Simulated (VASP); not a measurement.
Input of a VASP 6.6.1 run:

Contents of INCAR:

```
SYSTEM = Pb
ALGO = Fast ; EDIFF = 1E-6
ENCUT = 520 ; ISIF = 2
ISMEAR = -1 ; LASPH = .TRUE.
LCHARG = .FALSE. ; LREAL = .FALSE.
LWAVE = .FALSE. ; NBANDS = 13
NELM = 100 ; PREC = Accurate
SIGMA = 0.05
```

File KPOINTS:

```
k-points
0
G
  9 9 9
  0 0 0
```

POSCAR

```
Pb
1.0
    0.0000000000      2.4584086270      2.4584086270
    2.4584086270      0.0000000000      2.4584086270
    2.4584086270      2.4584086270      0.0000000000
Pb
1
Direct
    0.0000000000      0.0000000000      0.0000000000
```

Potentials or basis: VASP PAW LDA potentials, release 64 (Pb_d).

The run is started by

```bash
$ cat potpaw_LDA.64/Pb_d/POTCAR > POTCAR
$ mpirun -np 1 vasp_std > vasp.out
```

**Question.** Estimate the pressure.

**Answer.** -1.1 GPa.

**Question.** Estimate the band gap on the k mesh.

**Answer.** Zero (band 7 reaches 14.74 eV, above the bottom of band 8 at 5.65 eV).

Caveat: spin-orbit coupling is left out, which moves the levels of the heavy elements.
